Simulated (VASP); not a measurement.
# Ti3Al (P-6m2) in VASP: a series of runs

The runs below take Ti3Al through single point, with PBE.

Program: VASP 6.6.1. These are calculated values, not measurements. Logs are shortened: lines on timing, memory, paths and dates and some standing lists are left out, and cuts for length are marked.

**1. The cell of the first run**

It takes space group P-6m2 (No. 187, hexagonal). The conventional cell has a = 2.896 Å, b = 2.896 Å, c = 9.697 Å, α = 90.00°, β = 90.00°, γ = 120.00°. Within 3.8 Å of Ti (site symmetry -6m2) lie 12 Ti at 2.90 to 2.94 Å. Within 3.8 Å of Ti (site symmetry 3m) lie 9 Ti at 2.90 to 2.94 Å and 3 Al at 2.95 Å. Within 3.8 Å of Al (site symmetry -6m2) lie 6 Al at 2.90 Å and 6 Ti at 2.95 Å.

**2. Single point, PBE (17.61 Å³/atom)**

INCAR reads:

```
ALGO = Fast
EDIFF = 1E-6
ENCUT = 520
GGA = PE
ISIF = 2
ISMEAR = 0
LASPH = T
LCHARG = F
LREAL = F
LWAVE = F
NBANDS = 28
NELM = 60
PREC = Accurate
SIGMA = 0.15
```

KPOINTS reads:

```
k-points
0
Gamma
  18 18 6
```

POSCAR reads:

```
Ti3Al
1.0
    2.8964036213      0.0000000000      0.0000000000
   -1.4482018107      2.5083591157      0.0000000000
    0.0000000000      0.0000000000      9.6971593243
Ti Al
3 1
Direct
    0.6666666667      0.3333333333      0.0000000000
    0.3333333333      0.6666666667      0.7504575700
    0.3333333333      0.6666666667      0.2495424300
    0.6666666667      0.3333333333      0.5000000000
```

Potentials or basis: VASP PAW PBE potentials, release 64 (Ti_sv, Al).

Started as:

```console
cat potpaw_PBE.64/Ti_sv/POTCAR potpaw_PBE.64/Al/POTCAR > POTCAR
mpirun -np 1 vasp_std > vasp.out
```

OUTCAR:

```text
EDIFF = 1E-6
   ENCUT = 520
   GGA = PE
   ISIF = 2
   ISMEAR = 0
   LASPH = T
   LREAL = F
   NELM = 60
   PREC = Accurate

 ion  position               nearest neighbor table
   1  0.667  0.333  0.000-
   2  0.333  0.667  0.750-   4 2.95   4 2.95   4 2.95
   3  0.333  0.667  0.250-   4 2.95   4 2.95   4 2.95
   4  0.667  0.333  0.500-   2 2.95   3 2.95   2 2.95   3 2.95   2 2.95   3 2.95

  LATTYP: Found a hexagonal cell.
 ALAT       =     2.8964036213
 C/A-ratio  =     3.3480000001

  Lattice vectors:

 A1 = (   2.8964036213,   0.0000000000,   0.0000000000)
 A2 = (  -1.4482018107,   2.5083591157,   0.0000000000)
 A3 = (   0.0000000000,   0.0000000000,   9.6971593243)

Analysis of symmetry for initial positions (statically):
=====================================================================
 Subroutine PRICEL returns:
 Original cell was already a primitive cell.

 Routine SETGRP: Setting up the symmetry group for a
 hexagonal supercell.

 Subroutine GETGRP returns: Found 12 space group operations
 (whereof 12 operations were pure point group operations)
 out of a pool of 24 trial point group operations.

The static configuration has the point symmetry D_3h.

Analysis of symmetry for dynamics (positions and initial velocities):
=====================================================================
 Subroutine PRICEL returns:
 Original cell was already a primitive cell.

 Routine SETGRP: Setting up the symmetry group for a
 hexagonal supercell.

 Subroutine GETGRP returns: Found 12 space group operations
 (whereof 12 operations were pure point group operations)
 out of a pool of 24 trial point group operations.

The dynamic configuration has the point symmetry D_3h.

 Subroutine INISYM returns: Found 12 space group operations
 (whereof 12 operations are pure point group operations),
 and found     1 'primitive' translations

----------------------------------------------------------------------------------------

                                     Primitive cell

  volume of cell :      70.4520

  direct lattice vectors                    reciprocal lattice vectors
     2.896403621  0.000000000  0.000000000     0.345255748  0.199333499  0.000000000
    -1.448201811  2.508359116  0.000000000     0.000000000  0.398666999  0.000000000
     0.000000000  0.000000000  9.697159324     0.000000000  0.000000000  0.103122983

  length of vectors
     2.896403621  2.896403621  9.697159324     0.398666999  0.398666999  0.103122983

  position of ions in fractional coordinates (direct lattice)
     0.666666667  0.333333333  0.000000000
     0.333333333  0.666666667  0.750457570
     0.333333333  0.666666667  0.249542430
     0.666666667  0.333333333  0.500000000

  ion indices of the primitive-cell ions
   primitive index   ion index
                 1           1
                 2           2
                 3           3
                 4           4

----------------------------------------------------------------------------------------

 KPOINTS: k-points

Automatic generation of k-mesh.
 Grid dimensions read from file:
 generate k-points for:   18   18    6

 Generating k-lattice:

  Cartesian coordinates                     Fractional coordinates (reciprocal lattice)
     0.019180875  0.011074083  0.000000000     0.055555556 -0.000000000  0.000000000
     0.000000000  0.022148167  0.000000000     0.000000000  0.055555556  0.000000000
     0.000000000  0.000000000  0.017187164     0.000000000  0.000000000  0.166666667

  Length of vectors
     0.022148167  0.022148167  0.017187164

  Shift w.r.t. Gamma in fractional coordinates (k-lattice)
     0.000000000  0.000000000  0.000000000

 Subroutine IBZKPT returns following result:
 ===========================================

 Found    148 irreducible k-points:

 Following reciprocal coordinates:
            Coordinates               Weight
  0.000000  0.000000  0.000000      1.000000
  0.055556 -0.000000  0.000000      6.000000
  0.111111 -0.000000  0.000000      6.000000
  0.166667  0.000000  0.000000      6.000000
  0.222222  0.000000  0.000000      6.000000
  0.277778 -0.000000  0.000000      6.000000
[... 16 lines left out ...]
  0.333333  0.111111  0.000000     12.000000
  0.388889  0.111111  0.000000     12.000000
 [... further k-points ...]
   k-points           NKPTS =    148   k-points in BZ     NKDIM =    148   number of bands    NBANDS=     28
   number of dos      NEDOS =    301   number of ions     NIONS =      4
   total plane-waves  NPLWV =  41472
   dimension x,y,z NGX =    24 NGY =   24 NGZ =   72
   dimension x,y,z NGXF=    48 NGYF=   48 NGZF=  144
   ions per type =               3   1
   NGX,Y,Z   is equivalent  to a cutoff of  13.78, 13.78, 12.34 a.u.
   NGXF,Y,Z  is equivalent  to a cutoff of  27.55, 27.55, 24.69 a.u.
 SYSTEM =  unknown system
   PREC   = accura    normal or accurate (medium, high low for compatibility)
   ISTART =      0    job   : 0-new  1-cont  2-samecut
   ICHARG =      2    charge: 1-file 2-atom 10-const
   ISPIN  =      1    spin polarized calculation?
   LNONCOLLINEAR =      F non collinear calculations
   LSORBIT =      F    spin-orbit coupling
   LASPH  =      T    aspherical Exc in radial PAW
   ENCUT  =  520.0 eV  38.22 Ry    6.18 a.u.   5.39  5.39 18.03*2*pi/ulx,y,z
   NELM   =     60;   NELMIN=  2; NELMDL= -5     # of ELM steps
   EDIFF  = 0.1E-05   stopping-criterion for ELM
   LREAL  =      F    real-space projection
   EDIFFG = 0.1E-04   stopping-criterion for IOM
   NSW    =      0    number of steps for IOM
   IBRION =     -1    ionic relax: 0-MD 1-quasi-New 2-CG
   NFREE  =      0    steps in history (QN), initial steepest desc. (CG)
   ISIF   =      2    stress and relaxation
   ISYM   =      2    0-nonsym 1-usesym 2-fastsym
   POTIM  = 0.5000    time-step for ionic-motion
   TEBEG  =    0.0;   TEEND  =   0.0 temperature during run
   PSTRESS=    0.0 pullay stress
   NELECT =      39.0000    total number of electrons
   NUPDOWN=      -1.0000    fix difference up-down
   EMIN   =  10.00;   EMAX   =-10.00  energy-range for DOS
   EFERMI =   0.00;   METHOD = LEGACY
   ISMEAR =     0;   SIGMA  =   0.15  broadening in eV -4-tet -1-fermi 0-gaus
   EFERMI_NEDOS =   21; number of points for ismear=-14 and -15
   IALGO  =     68    algorithm
   IMIX   =      4    mixing-type and parameters
     AMIX     =   0.40;   BMIX     =  1.00
     AMIX_MAG =   1.60;   BMIX_MAG =  1.00
  volume/ion in A,a.u.               =      17.61       118.86
  Fermi-wavevector in a.u.,A,eV,Ry     =   1.344204  2.540178 24.584163  1.806885
  Thomas-Fermi vector in A             =   2.472217
   LORBIT       =      0    0 simple, 1 ext, 2 COOP (PROOUT), +10 PAW based schemes
   GGA     = PE    functional components
   LHFCALC =     F    Hartree Fock is set to
   AEXX    =    0.0000 exact exchange contribution
   IVDW    =     0    specifies the selected vdW correction
   LEPSILON=     F    determine dielectric tensor
   LRPA    =     F    only Hartree local field effects (RPA)
 non-spin polarized calculation
 RMM-DIIS sequential band-by-band and
 Gauss-broadening in eV      SIGMA  =   0.15
  energy-cutoff  :      520.00
  volume of cell :       70.45
 maximum number of plane-waves:      1938
 NGX is ok and might be reduce to    24
   NGX = 11   NGY = 11   NGZ = 37

 number of electron      39.0000001 magnetization

 Free energy of the ion-electron system (eV)
  ---------------------------------------------------
  ext. energy  EPLUGINS =         0.00000000
  ---------------------------------------------------
  free energy    TOTEN  =       -27.69696901 eV

  energy without entropy =      -27.64727853  energy(sigma->0) =      -27.67212377

 E-fermi :   7.7255     XC(G=0): -11.0662

 val. band max:        7.7092893332   @ k =   0.2222   0.1667   0.3333
 cond. band min:       7.7356221186   @ k =   0.4444   0.0556   0.5000
 fundamental gap:      0.0263327854
 Fermi energy:         7.7254723064

 k-point     1 :       0.0000    0.0000    0.0000
  band No.  band energies     occupation
      1     -49.0437      2.00000
      2     -49.0044      2.00000
      3     -48.9692      2.00000
      4     -25.5074      2.00000
      5     -25.3033      2.00000
      6     -25.0808      2.00000
[... 20 lines left out ...]
     27       9.9474      0.00000
     28      10.4366      0.00000

 k-point     2 :       0.0556   -0.0000    0.0000
  band No.  band energies     occupation
      1     -49.0407      2.00000
      2     -49.0019      2.00000
      3     -48.9672      2.00000
      4     -25.5024      2.00000
      5     -25.3020      2.00000
      6     -25.0830      2.00000
[... 20 lines left out ...]
     27       9.9136      0.00000
     28      10.3918      0.00000

 k-point     3 :       0.1111   -0.0000    0.0000
  band No.  band energies     occupation
      1     -49.0320      2.00000
      2     -48.9947      2.00000
      3     -48.9615      2.00000
      4     -25.4882      2.00000
      5     -25.2993      2.00000
      6     -25.0918      2.00000
[... 20 lines left out ...]
     27       9.8272      0.00000
     28      10.2134      0.00000

 k-point     4 :       0.1667    0.0000    0.0000
  band No.  band energies     occupation
      1     -49.0186      2.00000
      2     -48.9837      2.00000
      3     -48.9529      2.00000
      4     -25.4662      2.00000
      5     -25.2984      2.00000
      6     -25.1176      2.00000
[... 20 lines left out ...]
     27       9.7496      0.00000
     28      10.0821      0.00000

 k-point     5 :       0.2222    0.0000    0.0000
  band No.  band energies     occupation
      1     -49.0018      2.00000
      2     -48.9701      2.00000
      3     -48.9425      2.00000
      4     -25.4400      2.00000
      5     -25.3080      2.00000
      6     -25.1741      2.00000
[... 20 lines left out ...]
     27       9.8311      0.00000
     28      10.0529      0.00000

 k-point     6 :       0.2778   -0.0000    0.0000
  band No.  band energies     occupation
      1     -48.9834      2.00000
      2     -48.9555      2.00000
      3     -48.9319      2.00000
      4     -25.4169      2.00000
      5     -25.3434      2.00000
      6     -25.2424      2.00000
[... 463 lines left out ...]
      5     -25.3461      2.00000
      6     -25.2501      2.00000
[... 20 lines left out ...]
     27      10.3243      0.00000
     28      10.3713      0.00000

 k-point    22 :       0.2778    0.1111    0.0000
  band No.  band energies     occupation
      1     -48.9605      2.00000
      2     -48.9382      2.00000
      3     -48.9201      2.00000
      4     -25.4099      2.00000
      5     -25.3974      2.00000
      6     -25.3176      2.00000
[... 20 lines left out ...]
     27      10.5594      0.00000
     28      11.0443      0.00000

 k-point    23 :       0.3333    0.1111    0.0000
  band No.  band energies     occupation
      1     -48.9457      2.00000
      2     -48.9277      2.00000
      3     -48.9139      2.00000
      4     -25.4484      2.00000
      5     -25.4379      2.00000
      6     -25.3708      2.00000
[... 20 lines left out ...]
     27      10.5155      0.00000
     28      10.5875      0.00000

 k-point    24 :       0.3889    0.1111    0.0000
  band No.  band energies     occupation
      1     -48.9353      2.00000
      2     -48.9208      2.00000
      3     -48.9106      2.00000
      4     -25.4842      2.00000
      5     -25.4655      2.00000
      6     -25.4049      2.00000
[... 20 lines left out ...]
     27      10.5355      0.00000
     28      10.8776      0.00000

 [... further k-points ...]
[... 5 lines left out ...]
  --------------------------------------------------------------------------------------
  -------------------------------------------------------------------------------------
  Total       -0.1284844     -0.1284844     -3.7203096      0.0000000     -0.0000000      0.0000000
  in kB       -2.9219149     -2.9219149    -84.6050591      0.0000000     -0.0000000      0.0000000
  external PRESSURE =     -30.1496296 kB  Pullay stress =       0.0000000 kB

 VOLUME and BASIS-vectors are now :
 -----------------------------------------------------------------------------
  energy-cutoff  :      520.00
  volume of cell :       70.45
      direct lattice vectors                 reciprocal lattice vectors
     2.896403621  0.000000000  0.000000000     0.345255748  0.199333499  0.000000000
    -1.448201811  2.508359116  0.000000000     0.000000000  0.398666999  0.000000000
     0.000000000  0.000000000  9.697159324     0.000000000  0.000000000  0.103122983

 POSITION                                       TOTAL-FORCE (eV/Angst)
 -----------------------------------------------------------------------------------
      1.44820      0.83612      0.00000         0.000000     -0.000000      0.000000
     -0.00000      1.67224      7.27731        -0.000000      0.000000     -0.117558
     -0.00000      1.67224      2.41985        -0.000000      0.000000      0.117558
      1.44820      0.83612      4.84858        -0.000000      0.000000      0.000000
 -----------------------------------------------------------------------------------
    total drift:                                0.000000     -0.000000      0.000000

  FREE ENERGIE OF THE ION-ELECTRON SYSTEM (eV)
  ---------------------------------------------------
  free  energy   TOTEN  =       -27.6969690106 eV

  energy  without entropy=      -27.6472785269  energy(sigma->0) =      -27.67212377
```

Run time: 26 min. Hardware: 1 thread of Intel Xeon 8259CL, shared host; peak memory 0.37 GiB.

Results:

| Property | Result |
| --- | --- |
| Free energy | -27.6970 eV |
| Pressure | -3.0 GPa |
| Largest force | 0.118 eV/Å |
| Band gap on the k mesh | zero (an odd number of electrons rules out a gap without spin polarisation) |

Forces on the atoms (eV/Å):
```
Ti   0.000  0.000  0.000
Ti   0.000  0.000 -0.118
Ti   0.000  0.000  0.118
Al   0.000  0.000  0.000
```

Levels at points of the mesh, in eV from the Fermi level:
```tsv
k point	band 16	band 17	band 18	band 19	band 20	band 21	band 22	band 23	band 24	band 25
(0.00, 0.00, 0.00)	-2.53	-1.18	0.10	0.39	0.92	0.92	1.01	1.01	1.21	1.21
(0.50, 0.00, 0.00)	-2.03	-1.44	-1.28	-0.66	-0.42	0.95	1.00	1.14	1.88	2.24
(0.00, 0.00, 0.50)	-3.37	-1.26	0.09	0.42	0.92	0.92	1.00	1.00	1.22	1.22
(0.50, 0.00, 0.50)	-1.95	-1.56	-1.19	-1.00	0.07	0.69	0.87	1.11	1.96	2.45
```

Caveat: the cell stands under tension.

**3. Single point, PBE (17.61 Å³/atom)**

INCAR reads:

```
SYSTEM = Ti3Al
PREC = Accurate
ENCUT = 520
EDIFF = 1E-6
ISMEAR = 0
SIGMA = 0.15
LREAL = .False.
LASPH = .True.
NELM = 60
ALGO = Fast
ISIF = 2
LWAVE = .False.
LCHARG = .False.
GGA = PE
NBANDS = 28
```

KPOINTS reads:

```
regular mesh
0
Gamma
  18 18 6
  0 0 0
```

POSCAR reads:

```
Ti3Al
1.0
    2.8384200418      0.0000000000      0.0000000000
   -1.4192100209      2.4581438628      0.0000000000
    0.0000000000      0.0000000000     10.0973954566
Ti Al
3 1
Direct
    0.6666666667      0.3333333333      0.0000000000
    0.3333333333      0.6666666667      0.7504575700
    0.3333333333      0.6666666667      0.2495424300
    0.6666666667      0.3333333333      0.5000000000
```

Potentials or basis: VASP PAW PBE potentials, release 64 (Ti_sv, Al).

Started as:

```console
cat potpaw_PBE.64/Ti_sv/POTCAR potpaw_PBE.64/Al/POTCAR > POTCAR
mpirun -np 1 vasp_std > vasp.out
```

Wall time 27 min (1 thread of Intel Xeon 8259CL, shared host); peak memory 0.38 GiB.

The run converged, but its numbers aren't listed here, since they failed a check.

Caveat: the cell stands under tension.

**4. Single point, PBE (17.61 Å³/atom)**

INCAR reads:

```
  ALGO = Fast
  EDIFF = 1E-6
  ENCUT = 520
  GGA = PE
  ISIF = 2
  ISMEAR = 0
  LASPH = T
  LCHARG = F
  LREAL = F
  LWAVE = F
  NBANDS = 28
  NELM = 100
  PREC = Accurate
  SIGMA = 0.15
```

KPOINTS reads:

```
k-points
0
Gamma
  18 18 6
```

POSCAR reads:

```
Ti3Al
1.0
    2.9555562412      0.0000000000      0.0000000000
   -1.4777781206      2.5595867872      0.0000000000
    0.0000000000      0.0000000000      9.3128849727
Ti Al
3 1
Direct
    0.6666666667      0.3333333333      0.0000000000
    0.3333333333      0.6666666667      0.7504575700
    0.3333333333      0.6666666667      0.2495424300
    0.6666666667      0.3333333333      0.5000000000
```

Started as:

```console
cat potpaw_PBE.64/Ti_sv/POTCAR potpaw_PBE.64/Al/POTCAR > POTCAR
mpirun -np 1 vasp_std > vasp.out
```

It took 22 min on 1 thread of Intel Xeon 8259CL, shared host; peak memory 0.37 GiB.

It converged, with:

* Free energy: -27.7745 eV
* Pressure: -2.9 GPa
* Largest force: 0.018 eV/Å
* Band gap on the k mesh: zero (an odd number of electrons rules out a gap without spin polarisation)

Forces on the atoms (eV/Å):
```
Ti   0.000  0.000  0.000
Ti   0.000  0.000  0.018
Ti   0.000  0.000 -0.018
Al   0.000  0.000  0.000
```

Stress tensor (GPa, compression positive):
```
-2.81  0.00  0.00
 0.00 -2.81  0.00
 0.00  0.00 -3.01
```

Levels at points of the mesh, in eV from the Fermi level:
```csv
k point,band 16,band 17,band 18,band 19,band 20,band 21,band 22,band 23,band 24,band 25
"(0.00, 0.00, 0.00)",-2.40,-0.75,0.44,0.72,0.81,0.81,0.90,0.90,1.19,1.19
"(0.50, 0.00, 0.00)",-2.03,-1.39,-1.15,-0.63,-0.41,0.89,0.95,1.08,1.68,2.36
"(0.00, 0.00, 0.50)",-3.12,-0.97,0.40,0.75,0.82,0.82,0.89,0.89,1.20,1.20
"(0.50, 0.00, 0.50)",-1.95,-1.50,-1.15,-0.88,-0.09,0.85,0.85,1.03,1.80,2.54
```

**5. Single point, PBE (17.61 Å³/atom)**

INCAR reads:

```
PREC = Accurate ; ENCUT = 520
EDIFF = 1E-6 ; ISMEAR = 0
SIGMA = 0.15 ; LREAL = False
LASPH = True ; NELM = 100
ALGO = Fast ; ISIF = 2
LWAVE = False ; LCHARG = False
GGA = PE ; NBANDS = 28
```

KPOINTS reads:

```
Automatic mesh
0
Gamma
  18 18 6
```

POSCAR reads:

```
Ti3Al
1.0
    3.0775204873      0.0000000000      0.0000000000
   -1.5387602437      2.6652109227      0.0000000000
    0.0000000000      0.0000000000      8.5893596801
Ti Al
3 1
Direct
    0.6666666667      0.3333333333      0.0000000000
    0.3333333333      0.6666666667      0.7504575700
    0.3333333333      0.6666666667      0.2495424300
    0.6666666667      0.3333333333      0.5000000000
```

Started as:

```console
cat potpaw_PBE.64/Ti_sv/POTCAR potpaw_PBE.64/Al/POTCAR > POTCAR
mpirun -np 1 vasp_std > vasp.out
```

Wall time 21 min (1 thread of Intel Xeon 8259CL, shared host); peak memory 0.37 GiB.

It converged, with:

| Item | Value |
| --- | --- |
| Free energy | -27.4705 eV |
| Pressure | -1.4 GPa |
| Largest force | 0.064 eV/Å |
| Band gap on the k mesh | zero (an odd number of electrons rules out a gap without spin polarisation) |

Forces on the atoms (eV/Å):
```
Ti   0.000  0.000  0.000
Ti   0.000  0.000  0.064
Ti   0.000  0.000 -0.064
Al   0.000  0.000  0.000
```

Stress tensor (GPa, compression positive):
```
-6.75  0.00  0.00
 0.00 -6.75  0.00
 0.00  0.00  9.19
```

Levels at points of the mesh, in eV from the Fermi level:
| k point | band 17 | band 18 | band 19 | band 20 | band 21 | band 22 | band 23 | band 24 |
| --- | --- | --- | --- | --- | --- | --- | --- | --- |
| (0.00, 0.00, 0.00) | 0.12 | 0.51 | 0.51 | 0.57 | 0.57 | 1.11 | 1.11 | 1.28 |
| (0.50, 0.00, 0.00) | -1.39 | -0.86 | -0.58 | -0.37 | 0.43 | 1.07 | 1.28 | 1.35 |
| (0.00, 0.00, 0.50) | -0.31 | 0.53 | 0.53 | 0.55 | 0.55 | 1.09 | 1.13 | 1.13 |
| (0.50, 0.00, 0.50) | -1.35 | -1.09 | -0.68 | -0.32 | 0.36 | 1.21 | 1.41 | 1.51 |

(Part 1 of 2 ends here.)
